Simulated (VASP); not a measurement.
# ZnSe (P6_3/mmc) in VASP: a series of runs, part 3 of 3

VASP 6.6.1. The steps go on from the part before.

### 4 Single point, PBE (volume changed by +6%)

INCAR

```
ALGO = Normal ; EDIFF = 1E-6
ENCUT = 520 ; GGA = PE
ISIF = 2 ; ISMEAR = -1
LASPH = T ; LCHARG = F
LREAL = F ; LWAVE = F
NBANDS = 26 ; NELM = 100
PREC = Accurate ; SIGMA = 0.02
```

KPOINTS

```
k-points
0
Gamma
  6 6 4
```

POSCAR

```
ZnSe
1.0
    3.8930584567      0.0000000000      0.0000000000
   -1.9465292284      3.3714875219      0.0000000000
    0.0000000000      0.0000000000      6.3041263803
Zn Se
2 2
Direct
    0.0000000000      0.0000000000      0.0000000000
    0.0000000000      0.0000000000      0.5000000000
    0.3333333333      0.6666666667      0.2500000000
    0.6666666667      0.3333333333      0.7500000000
```

Potentials or basis: VASP PAW PBE potentials, release 64 (Zn, Se).

Launch:

```bash
$ cat potpaw_PBE.64/Zn/POTCAR potpaw_PBE.64/Se/POTCAR > POTCAR
$ mpirun -np 1 vasp_std > vasp.out
```

OUTCAR:

```text
EDIFF = 1E-6
   ENCUT = 520
   GGA = PE
   ISIF = 2
   ISMEAR = -1
   LASPH = T
   LREAL = F
   NELM = 100
   PREC = Accurate

 ion  position               nearest neighbor table
   1  0.000  0.000  0.000-   3 2.75   4 2.75   4 2.75   3 2.75   4 2.75   3 2.75
   2  0.000  0.000  0.500-   3 2.75   4 2.75   4 2.75   3 2.75   4 2.75   3 2.75
   3  0.333  0.667  0.250-   1 2.75   2 2.75   1 2.75   2 2.75   1 2.75   2 2.75
   4  0.667  0.333  0.750-   1 2.75   2 2.75   1 2.75   2 2.75   1 2.75   2 2.75

  LATTYP: Found a hexagonal cell.
 ALAT       =     3.8930584567
 C/A-ratio  =     1.6193248703

  Lattice vectors:

 A1 = (   3.8930584567,   0.0000000000,   0.0000000000)
 A2 = (  -1.9465292284,   3.3714875219,   0.0000000000)
 A3 = (   0.0000000000,   0.0000000000,   6.3041263803)

Analysis of symmetry for initial positions (statically):
=====================================================================
 Subroutine PRICEL returns:
 Original cell was already a primitive cell.

 Routine SETGRP: Setting up the symmetry group for a
 hexagonal supercell.

 Subroutine GETGRP returns: Found 24 space group operations
 (whereof 12 operations were pure point group operations)
 out of a pool of 24 trial point group operations.

The static configuration has the point symmetry D_3d.
 The point group associated with its full space group is D_6h.

Analysis of symmetry for dynamics (positions and initial velocities):
=====================================================================
 Subroutine PRICEL returns:
 Original cell was already a primitive cell.

 Routine SETGRP: Setting up the symmetry group for a
 hexagonal supercell.

 Subroutine GETGRP returns: Found 24 space group operations
 (whereof 12 operations were pure point group operations)
 out of a pool of 24 trial point group operations.

The dynamic configuration has the point symmetry D_3d.
 The point group associated with its full space group is D_6h.

 Subroutine INISYM returns: Found 24 space group operations
 (whereof 12 operations are pure point group operations),
 and found     1 'primitive' translations

----------------------------------------------------------------------------------------

                                     Primitive cell

  volume of cell :      82.7442

  direct lattice vectors                    reciprocal lattice vectors
     3.893058457  0.000000000  0.000000000     0.256867450  0.148302492  0.000000000
    -1.946529228  3.371487522  0.000000000     0.000000000  0.296604983  0.000000000
     0.000000000  0.000000000  6.304126380     0.000000000  0.000000000  0.158626262

  length of vectors
     3.893058457  3.893058457  6.304126380     0.296604983  0.296604983  0.158626262

  position of ions in fractional coordinates (direct lattice)
     0.000000000  0.000000000  0.000000000
     0.000000000  0.000000000  0.500000000
     0.333333333  0.666666667  0.250000000
     0.666666667  0.333333333  0.750000000

  ion indices of the primitive-cell ions
   primitive index   ion index
                 1           1
                 2           2
                 3           3
                 4           4

----------------------------------------------------------------------------------------

 KPOINTS: k-points

Automatic generation of k-mesh.
 Grid dimensions read from file:
 generate k-points for:    6    6    4

 Generating k-lattice:

  Cartesian coordinates                     Fractional coordinates (reciprocal lattice)
     0.042811242  0.024717082  0.000000000     0.166666667  0.000000000  0.000000000
     0.000000000  0.049434164  0.000000000     0.000000000  0.166666667  0.000000000
     0.000000000  0.000000000  0.039656565     0.000000000  0.000000000  0.250000000

  Length of vectors
     0.049434164  0.049434164  0.039656565

  Shift w.r.t. Gamma in fractional coordinates (k-lattice)
     0.000000000  0.000000000  0.000000000

 Subroutine IBZKPT returns following result:
 ===========================================

 Found     21 irreducible k-points:

 Following reciprocal coordinates:
            Coordinates               Weight
  0.000000  0.000000  0.000000      1.000000
  0.166667  0.000000  0.000000      6.000000
  0.333333 -0.000000  0.000000      6.000000
  0.500000 -0.000000  0.000000      3.000000
  0.166667  0.166667  0.000000      6.000000
  0.333333  0.166667  0.000000     12.000000
[... 13 lines left out ...]
  0.333333  0.166667  0.500000     12.000000
  0.333333  0.333333  0.500000      2.000000
   k-points           NKPTS =     21   k-points in BZ     NKDIM =     21   number of bands    NBANDS=     26
   number of dos      NEDOS =    301   number of ions     NIONS =      4
   total plane-waves  NPLWV =  43200
   dimension x,y,z NGX =    30 NGY =   30 NGZ =   48
   dimension x,y,z NGXF=    60 NGYF=   60 NGZF=   96
   ions per type =               2   2
   NGX,Y,Z   is equivalent  to a cutoff of  12.81, 12.81, 12.66 a.u.
   NGXF,Y,Z  is equivalent  to a cutoff of  25.62, 25.62, 25.32 a.u.
 SYSTEM =  unknown system
   PREC   = accura    normal or accurate (medium, high low for compatibility)
   ISTART =      0    job   : 0-new  1-cont  2-samecut
   ICHARG =      2    charge: 1-file 2-atom 10-const
   ISPIN  =      1    spin polarized calculation?
   LNONCOLLINEAR =      F non collinear calculations
   LSORBIT =      F    spin-orbit coupling
   LASPH  =      T    aspherical Exc in radial PAW
   ENCUT  =  520.0 eV  38.22 Ry    6.18 a.u.   7.24  7.24 11.72*2*pi/ulx,y,z
   NELM   =    100;   NELMIN=  2; NELMDL= -5     # of ELM steps
   EDIFF  = 0.1E-05   stopping-criterion for ELM
   LREAL  =      F    real-space projection
   EDIFFG = 0.1E-04   stopping-criterion for IOM
   NSW    =      0    number of steps for IOM
   IBRION =     -1    ionic relax: 0-MD 1-quasi-New 2-CG
   NFREE  =      0    steps in history (QN), initial steepest desc. (CG)
   ISIF   =      2    stress and relaxation
   ISYM   =      2    0-nonsym 1-usesym 2-fastsym
   POTIM  = 0.5000    time-step for ionic-motion
   TEBEG  =    0.0;   TEEND  =   0.0 temperature during run
   PSTRESS=    0.0 pullay stress
   NELECT =      36.0000    total number of electrons
   NUPDOWN=      -1.0000    fix difference up-down
   EMIN   =  10.00;   EMAX   =-10.00  energy-range for DOS
   EFERMI =   0.00;   METHOD = LEGACY
   ISMEAR =    -1;   SIGMA  =   0.02  broadening in eV -4-tet -1-fermi 0-gaus
   EFERMI_NEDOS =   21; number of points for ismear=-14 and -15
   IALGO  =     38    algorithm
   IMIX   =      4    mixing-type and parameters
     AMIX     =   0.40;   BMIX     =  1.00
     AMIX_MAG =   1.60;   BMIX_MAG =  1.00
  volume/ion in A,a.u.               =      20.69       139.60
  Fermi-wavevector in a.u.,A,eV,Ry     =   1.240499  2.344204 20.937170  1.538839
  Thomas-Fermi vector in A             =   2.374937
   LORBIT       =      0    0 simple, 1 ext, 2 COOP (PROOUT), +10 PAW based schemes
   GGA     = PE    functional components
   LHFCALC =     F    Hartree Fock is set to
   AEXX    =    0.0000 exact exchange contribution
   IVDW    =     0    specifies the selected vdW correction
   LEPSILON=     F    determine dielectric tensor
   LRPA    =     F    only Hartree local field effects (RPA)
 non-spin polarized calculation
  energy-cutoff  :      520.00
  volume of cell :       82.74
 maximum number of plane-waves:      2250
 NGX is ok and might be reduce to    30
   NGX = 15   NGY = 15   NGZ = 23

 number of electron      35.9999998 magnetization

 Free energy of the ion-electron system (eV)
  ---------------------------------------------------
  ext. energy  EPLUGINS =         0.00000000
  ---------------------------------------------------
  free energy    TOTEN  =       -10.73014520 eV

  energy without entropy =      -10.72868140  energy(sigma->0) =      -10.72941330

 E-fermi :   2.5147     XC(G=0): -10.0674

 val. band max:        2.5053492191   @ k =   0.1667   0.0000   0.0000
 cond. band min:       2.5208482305   @ k =   0.0000   0.0000   0.0000
 fundamental gap:      0.0154990114
 Fermi energy:         2.5147487590

 k-point     1 :       0.0000    0.0000    0.0000
  band No.  band energies     occupation
      1     -10.8568      2.00000
      2      -9.6633      2.00000
      3      -4.2542      2.00000
      4      -4.2107      2.00000
      5      -4.2107      2.00000
      6      -4.1639      2.00000
[... 598 lines left out ...]
     25      11.7960      0.00000
     26      11.7960      0.00000

------------------------ aborting loop because EDIFF is reached ----------------------------------------

  FORCE on cell =-STRESS in cart. coord.  units (eV):
  Direction    XX          YY          ZZ          XY          YZ          ZX
  --------------------------------------------------------------------------------------
  -------------------------------------------------------------------------------------
  Total       -1.7141101     -1.7141101     -1.8272865      0.0000000      0.0000000      0.0000000
  in kB      -33.1903551    -33.1903551    -35.3817932      0.0000000      0.0000000      0.0000000
  external PRESSURE =     -33.9208345 kB  Pullay stress =       0.0000000 kB

 VOLUME and BASIS-vectors are now :
 -----------------------------------------------------------------------------
  energy-cutoff  :      520.00
  volume of cell :       82.74
      direct lattice vectors                 reciprocal lattice vectors
     3.893058457  0.000000000  0.000000000     0.256867450  0.148302492  0.000000000
    -1.946529228  3.371487522  0.000000000     0.000000000  0.296604983  0.000000000
     0.000000000  0.000000000  6.304126380     0.000000000  0.000000000  0.158626262

 POSITION                                       TOTAL-FORCE (eV/Angst)
 -----------------------------------------------------------------------------------
      0.00000      0.00000      0.00000         0.000000      0.000000     -0.000000
      0.00000      0.00000      3.15206         0.000000      0.000000     -0.000000
     -0.00000      2.24766      1.57603        -0.000000     -0.000000     -0.000000
      1.94653      1.12383      4.72809         0.000000      0.000000      0.000000
 -----------------------------------------------------------------------------------
    total drift:                                0.000000      0.000000      0.000000

  FREE ENERGIE OF THE ION-ELECTRON SYSTEM (eV)
  ---------------------------------------------------
  free  energy   TOTEN  =       -10.7301451988 eV

  energy  without entropy=      -10.7286813954  energy(sigma->0) =      -10.72941330
```

Wall time 38 s (1 thread of Intel Xeon Platinum 8259CL at 2.50GHz (Skylake/Cascade Lake), shared host); peak memory 0.2 GiB.

What came out:

```
Free energy            : -10.7301 eV
Pressure               : -3.4 GPa
Band gap on the k mesh : zero (band 18 reaches 2.51 eV, above the bottom of band 19 at 2.13 eV)
```

Levels at points of the mesh, in eV from the Fermi level:
```
           k point  band 15  band 16  band 17  band 18  band 19  band 20  band 21  band 22
(0.00, 0.00, 0.00)    -0.54    -0.33    -0.18    -0.18     0.01     2.93     6.01     6.01
(0.50, 0.00, 0.00)    -3.24    -2.24    -2.17    -0.14     1.83     2.78     3.41     5.01
(0.00, 0.00, 0.50)    -0.33    -0.33    -0.33    -0.33     2.51     2.51     6.06     6.06
(0.50, 0.00, 0.50)    -1.47    -1.47    -1.36    -1.36     1.42     1.42     5.12     5.12
```

### 5 Single point, r2SCAN (volume changed by -6%)

POSCAR

```
ZnSe
1.0
    3.7025119948      0.0000000000      0.0000000000
   -1.8512559974      3.2064694453      0.0000000000
    0.0000000000      0.0000000000      6.0067215170
Zn Se
2 2
Direct
    0.0000000000      0.0000000000      0.0000000000
    0.0000000000      0.0000000000      0.5000000000
    0.3333333333      0.6666666667      0.2500000000
    0.6666666667      0.3333333333      0.7500000000
```

INCAR.step1

```
PREC = Accurate
ENCUT = 520
ISMEAR = -1
SIGMA = 0.02
LREAL = F
LASPH = T
NELM = 100
NBANDS = 26
GGA = PE
ALGO = Normal
EDIFF = 1E-4
LWAVE = T
LCHARG = F
```

INCAR.step2

```
PREC = Accurate
ENCUT = 520
EDIFF = 1E-6
ISMEAR = -1
SIGMA = 0.02
LREAL = F
LASPH = T
NELM = 100
ALGO = Normal
ISIF = 2
LWAVE = F
LCHARG = F
METAGGA = R2SCAN
LMIXTAU = T
NBANDS = 26
ISTART = 1
```

KPOINTS

```
Automatic mesh
0
Gamma
  6 6 4
```

Launch:

```bash
$ cat potpaw_PBE.64/Zn/POTCAR potpaw_PBE.64/Se/POTCAR > POTCAR
$ cp INCAR.step1 INCAR
$ mpirun -np 1 vasp_std > vasp.out
$ cp INCAR.step2 INCAR
$ mpirun -np 1 vasp_std > vasp.out
```

It took 2.4 min on 1 thread of Intel Xeon Platinum 8259CL at 2.50GHz (Skylake/Cascade Lake), shared host; peak memory 0.21 GiB.

The run converged. Its results:

| Item | Value |
| --- | --- |
| Free energy | -48.3888 eV |
| Pressure | 5.9 GPa |
| Band gap on the k mesh | zero (band 18 reaches 3.67 eV, above the bottom of band 19 at 3.61 eV) |

Stress tensor (GPa, compression positive):
```
5.69 0.00 0.00
0.00 5.69 0.00
0.00 0.00 6.37
```

Levels at points of the mesh, in eV from the Fermi level:
```tsv
k point	band 14	band 15	band 16	band 17	band 18	band 19	band 20	band 21	band 22	band 23
(0.00, 0.00, 0.00)	-0.76	-0.76	-0.50	-0.21	-0.21	1.53	3.60	6.59	6.59	8.40
(0.50, 0.00, 0.00)	-4.98	-4.13	-2.89	-2.44	-0.17	2.50	3.21	4.03	5.39	8.17
(0.00, 0.00, 0.50)	-4.15	-0.43	-0.43	-0.43	-0.43	3.66	3.66	6.60	6.60	6.60
(0.50, 0.00, 0.50)	-6.03	-1.76	-1.76	-1.76	-1.76	1.93	1.93	5.38	5.38	8.50
```

Caveat: the PAW data sets were made with another functional, which shifts forces and pressure a little.

### 6 Overview

| level | cell | gap on the mesh (eV) | pressure (GPa) |
| --- | --- | --- | --- |
| PBE | a = 3.818, b = 3.818, c = 6.183 Å, angles 90.0, 90.0, 120.0°, 4 atoms | none | 0.2 |
| PBE | a = 3.856, b = 3.856, c = 6.244 Å, angles 90.0, 90.0, 120.0°, 4 atoms | none | -1.8 |
| PBE | a = 3.893, b = 3.893, c = 6.304 Å, angles 90.0, 90.0, 120.0°, 4 atoms | none | -3.4 |
| r2SCAN | a = 3.703, b = 3.703, c = 6.007 Å, angles 90.0, 90.0, 120.0°, 4 atoms | none | 5.9 |

Alike in all rows: task single point; potentials or basis VASP PAW PBE potentials, release 64 (Zn, Se); no spin polarisation; k mesh 6 × 6 × 4; cutoff (eV) 520; smearing fermi-dirac 0.02 eV.

Caveats: the PAW data sets were made with another functional, which shifts forces and pressure a little (some runs).

Absolute energies hang on the potentials; compare differences alone.
